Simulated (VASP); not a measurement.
# TiSi16 (a cell with a defect) in VASP: notebook, part 2 of 2

VASP 6.6.1. Earlier steps stand in the parts before.

### Step 3. Single point, LDA

INCAR reads:

```
SYSTEM = TiSi16
PREC = Accurate ; ENCUT = 520
EDIFF = 1E-6 ; ISMEAR = -1
SIGMA = 0.02 ; LREAL = Auto
LASPH = .True. ; NELM = 80
ALGO = Normal ; ISIF = 2
LWAVE = .False. ; LCHARG = .True.
GGA = CA ; LELF = .True.
LVHAR = .True. ; NBANDS = 52
```

KPOINTS reads:

```
regular mesh
0
Gamma
  2 2 2
  0 0 0
```

POSCAR reads:

```
TiSi16
1.0
    0.0000000000      5.4300000000      5.4300000000
    5.4300000000      0.0000000000      5.4300000000
    5.4300000000      5.4300000000      0.0000000000
Si Ti
16 1
Direct
   -0.1031583794      0.4931031308     -0.1932136280
    0.1642081031      0.0707090239      0.2144290976
    0.1569152855     -0.3023480663      0.6286095764
    0.0480386740     -0.1375782689      1.0173204420
   -0.1411878453      0.1668600368      0.5446685083
   -0.2386372007      0.5833517495      0.2400184162
   -0.0363443831      0.4129189687      0.5311878453
    0.2514917127      0.1776611418      0.8255616943
    0.7292265193     -0.0043830571     -0.0688950276
    0.4850828729     -0.0586556169      0.2991528545
    0.2403867403     -0.0023020258      0.6501104972
    0.8378176796      0.2080755064      0.0692725599
    0.0994106814      0.4580294659     -0.0087661142
    0.5521454880      0.7476519337      0.0300276243
    0.5155064457      0.4180110497      0.5296132597
    0.5105248619      0.6523480663      0.6186832413
    0.1933149171      0.6345488029      0.3469244936
```

Potentials or basis: VASP PAW LDA potentials, release 64 (Si, Ti_sv).

Command:

```
> cat potpaw_LDA.64/Si/POTCAR potpaw_LDA.64/Ti_sv/POTCAR > POTCAR
> mpirun -np 1 vasp_std > vasp.out
```

OUTCAR:

```text
SYSTEM = TiSi16
   PREC = Accurate
   ENCUT = 520
   EDIFF = 1E-6
   ISMEAR = -1
   LREAL = Auto
   LASPH = .True.
   NELM = 80
   ISIF = 2
   GGA = CA

 ion  position               nearest neighbor table
   1  0.897  0.493  0.807-  12 2.17   7 2.24  13 2.43   3 2.57   8 2.60  14 2.72
   2  0.164  0.071  0.214-  10 2.45   8 2.48  13 2.51   5 2.58  12 2.76  17 2.89  14 2.99   3 3.03

   3  0.157  0.698  0.629-  17 2.30  13 2.41  16 2.52  15 2.53   1 2.57  11 2.78   2 3.03   5 3.09
                            10 3.14
   4  0.048  0.862  0.017-  11 2.38   9 2.43  12 2.44  17 2.67   8 2.90  13 3.03   6 3.11
   5  0.859  0.167  0.545-   7 2.34  15 2.38   9 2.45   2 2.58   6 2.85  11 2.91   3 3.09
   6  0.761  0.583  0.240-  14 2.30  15 2.34  13 2.39  10 2.59  16 2.71   7 2.76   9 2.83   5 2.85
                             4 3.11
   7  0.964  0.413  0.531-   1 2.24   5 2.34  17 2.47   6 2.76  11 2.79  16 2.91
   8  0.251  0.178  0.826-  11 2.41   2 2.48  13 2.52   1 2.60  12 2.72  15 2.76   4 2.90  14 3.08

   9  0.729  0.996  0.931-   4 2.43   5 2.45  10 2.45  14 2.48   6 2.83  12 2.91
  10  0.485  0.941  0.299-  16 2.36   9 2.45   2 2.45  11 2.50   6 2.59  14 2.83   3 3.14
  11  0.240  0.998  0.650-   4 2.38   8 2.41  16 2.46  10 2.50   3 2.78   7 2.79   5 2.91
  12  0.838  0.208  0.069-   1 2.17   4 2.44   8 2.72   2 2.76   9 2.91  13 3.10
  13  0.099  0.458  0.991-   6 2.39   3 2.41   1 2.43   2 2.51   8 2.52   4 3.03  12 3.10
  14  0.552  0.748  0.030-   6 2.30   9 2.48   1 2.72  17 2.80  10 2.83   2 2.99   8 3.08
  15  0.516  0.418  0.530-  16 2.20   6 2.34   5 2.38   3 2.53   8 2.76  17 2.81
  16  0.511  0.652  0.619-  15 2.20  10 2.36  11 2.46   3 2.52   6 2.71   7 2.91
  17  0.193  0.635  0.347-   3 2.30   7 2.47   4 2.67  14 2.80  15 2.81   2 2.89

  LATTYP: Found a face centered cubic cell.
 ALAT       =    10.8600000000

  Lattice vectors:

 A1 = (   0.0000000000,   5.4300000000,   5.4300000000)
 A2 = (   5.4300000000,   0.0000000000,   5.4300000000)
 A3 = (   5.4300000000,   5.4300000000,   0.0000000000)

Analysis of symmetry for initial positions (statically):
=====================================================================
 Subroutine PRICEL returns:
 Original cell was already a primitive cell.

 Routine SETGRP: Setting up the symmetry group for a
 face centered cubic supercell.

 Subroutine GETGRP returns: Found  1 space group operations
 (whereof  1 operations were pure point group operations)
 out of a pool of 48 trial point group operations.

The static configuration has the point symmetry C_1 .

Analysis of symmetry for dynamics (positions and initial velocities):
=====================================================================
 Subroutine PRICEL returns:
 Original cell was already a primitive cell.

 Routine SETGRP: Setting up the symmetry group for a
 face centered cubic supercell.

 Subroutine GETGRP returns: Found  1 space group operations
 (whereof  1 operations were pure point group operations)
 out of a pool of 48 trial point group operations.

The dynamic configuration has the point symmetry C_1 .

 Subroutine INISYM returns: Found  1 space group operations
 (whereof  1 operations are pure point group operations),
 and found     1 'primitive' translations

----------------------------------------------------------------------------------------

                                     Primitive cell

  volume of cell :     320.2060

  direct lattice vectors                    reciprocal lattice vectors
     0.000000000  5.430000000  5.430000000    -0.092081031  0.092081031  0.092081031
     5.430000000  0.000000000  5.430000000     0.092081031 -0.092081031  0.092081031
     5.430000000  5.430000000  0.000000000     0.092081031  0.092081031 -0.092081031

[... 82 lines left out ...]
   dimension x,y,z NGXF=   120 NGYF=  120 NGZF=  120
   ions per type =              16   1
   NGX,Y,Z   is equivalent  to a cutoff of  12.99, 12.99, 12.99 a.u.
   NGXF,Y,Z  is equivalent  to a cutoff of  25.98, 25.98, 25.98 a.u.
 SYSTEM =  TiSi16
   PREC   = accura    normal or accurate (medium, high low for compatibility)
   ISTART =      0    job   : 0-new  1-cont  2-samecut
   ICHARG =      2    charge: 1-file 2-atom 10-const
   ISPIN  =      1    spin polarized calculation?
   LNONCOLLINEAR =      F non collinear calculations
   LSORBIT =      F    spin-orbit coupling
   LASPH  =      T    aspherical Exc in radial PAW
   ENCUT  =  520.0 eV  38.22 Ry    6.18 a.u.  14.28 14.28 14.28*2*pi/ulx,y,z
   NELM   =     80;   NELMIN=  2; NELMDL= -5     # of ELM steps
   EDIFF  = 0.1E-05   stopping-criterion for ELM
   LREAL  =      T    real-space projection
   EDIFFG = 0.1E-04   stopping-criterion for IOM
   NSW    =      0    number of steps for IOM
   IBRION =     -1    ionic relax: 0-MD 1-quasi-New 2-CG
   NFREE  =      0    steps in history (QN), initial steepest desc. (CG)
   ISIF   =      2    stress and relaxation
   ISYM   =      2    0-nonsym 1-usesym 2-fastsym
   POTIM  = 0.5000    time-step for ionic-motion
   TEBEG  =    0.0;   TEEND  =   0.0 temperature during run
   PSTRESS=    0.0 pullay stress
   NELECT =      76.0000    total number of electrons
   NUPDOWN=      -1.0000    fix difference up-down
   EMIN   =  10.00;   EMAX   =-10.00  energy-range for DOS
   EFERMI =   0.00;   METHOD = LEGACY
   ISMEAR =    -1;   SIGMA  =   0.02  broadening in eV -4-tet -1-fermi 0-gaus
   EFERMI_NEDOS =   21; number of points for ismear=-14 and -15
   IALGO  =     38    algorithm
   IMIX   =      4    mixing-type and parameters
     AMIX     =   0.40;   BMIX     =  1.00
     AMIX_MAG =   1.60;   BMIX_MAG =  1.00
  volume/ion in A,a.u.               =      18.84       127.11
  Fermi-wavevector in a.u.,A,eV,Ry     =   1.013607  1.915439 13.978610  1.027399
  Thomas-Fermi vector in A             =   2.146786
   LORBIT       =      0    0 simple, 1 ext, 2 COOP (PROOUT), +10 PAW based schemes
   GGA     = CA    functional components
   LHFCALC =     F    Hartree Fock is set to
   AEXX    =    0.0000 exact exchange contribution
   IVDW    =     0    specifies the selected vdW correction
   LEPSILON=     F    determine dielectric tensor
   LRPA    =     F    only Hartree local field effects (RPA)
 non-spin polarized calculation
  energy-cutoff  :      520.00
  volume of cell :      320.21
 maximum number of plane-waves:      8646
 NGX is ok and might be reduce to    60
   NGX = 29   NGY = 29   NGZ = 29

 number of electron      75.9999999 magnetization

 Free energy of the ion-electron system (eV)
  ---------------------------------------------------
  ext. energy  EPLUGINS =         0.00000000
  ---------------------------------------------------
  free energy    TOTEN  =       -94.43036873 eV

  energy without entropy =      -94.41652246  energy(sigma->0) =      -94.42344560

 E-fermi :   6.4985     XC(G=0):  -9.9527

 val. band max:        6.4880097977   @ k =   0.5000   0.0000   0.5000
 cond. band min:       6.5221096163   @ k =   0.5000   0.0000   0.5000
 fundamental gap:      0.0340998186
 Fermi energy:         6.4985222227

 k-point     1 :       0.0000    0.0000    0.0000
  band No.  band energies     occupation
      1     -49.8317      2.00000
      2     -26.6178      2.00000
      3     -26.4735      2.00000
      4     -26.4134      2.00000
      5      -6.5942      2.00000
      6      -4.7754      2.00000
[... 413 lines left out ...]
     49       9.2032      0.00000
     50       9.3118      0.00000
 [bands above 50 left out]

------------------------ aborting loop because EDIFF is reached ----------------------------------------

  FORCE on cell =-STRESS in cart. coord.  units (eV):
  Direction    XX          YY          ZZ          XY          YZ          ZX
  --------------------------------------------------------------------------------------
  -------------------------------------------------------------------------------------
  Total       -0.9710484     -1.1055774      0.4321662      6.3618283     -2.3779956      2.6347282
  in kB       -4.8587213     -5.5318483      2.1623795     31.8319353    -11.8984978     13.1830811
  external PRESSURE =      -2.7427300 kB  Pullay stress =       0.0000000 kB

 VOLUME and BASIS-vectors are now :
 -----------------------------------------------------------------------------
  energy-cutoff  :      520.00
  volume of cell :      320.21
      direct lattice vectors                 reciprocal lattice vectors
     0.000000000  5.430000000  5.430000000    -0.092081031  0.092081031  0.092081031
     5.430000000  0.000000000  5.430000000     0.092081031 -0.092081031  0.092081031
     5.430000000  5.430000000  0.000000000     0.092081031  0.092081031 -0.092081031

 POSITION                                       TOTAL-FORCE (eV/Angst)
 -----------------------------------------------------------------------------------
      7.05840      9.25070      7.54740         1.595885     -0.965417      1.569333
      1.54830      2.05600      1.27560         0.122525      0.556272     -0.830963
      7.20160      4.26540      4.64030         1.860269      0.271838      0.837964
      4.77700      0.35490      4.94380         0.027909      0.124039     -0.597594
      3.86360      7.62090      5.56940        -0.518638      0.573883      0.050752
      4.47090      5.43750      7.30180         0.257499      0.756087      0.835882
[... 9 lines left out ...]
      6.90170      6.13160      6.31440         0.937104      1.439185      1.128547
      5.32940      2.93350      4.49530        -1.440002     -0.707944      0.568634
 -----------------------------------------------------------------------------------
    total drift:                               -0.004541      0.000996     -0.002150

  FREE ENERGIE OF THE ION-ELECTRON SYSTEM (eV)
  ---------------------------------------------------
  free  energy   TOTEN  =       -94.4303687338 eV

  energy  without entropy=      -94.4165224646  energy(sigma->0) =      -94.42344560
```

Run time: 2.5 min. Hardware: 1 thread of Intel Xeon 6975P-C (Granite Rapids), shared host; peak memory 0.38 GiB.

Results:

```
Free energy            : -94.4304 eV
Pressure               : -0.3 GPa
Largest force          : 3.091 eV/Å
Band gap on the k mesh : zero (bands 38 and 39 overlap by 0.31 eV)
```

Forces on the atoms (eV/Å):
```
Si   1.596 -0.965  1.569
Si   0.123  0.556 -0.831
Si   1.860  0.272  0.838
Si   0.028  0.124 -0.598
Si  -0.519  0.574  0.051
Si   0.257  0.756  0.836
Si  -1.104 -0.989 -0.145
Si  -0.228  0.399  0.493
Si  -0.169  0.308 -0.392
Si   0.339 -0.966  0.740
Si  -0.186 -0.405  0.052
Si  -0.201  1.441 -1.835
Si   0.274  0.625  0.237
Si  -0.253 -1.291 -0.170
Si  -1.315 -1.170 -2.541
Si   0.937  1.439  1.129
Ti  -1.440 -0.708  0.569
```

Caveat: the k points lie up to 0.50 Å⁻¹ apart; the atoms stand as in a frame of molecular dynamics.
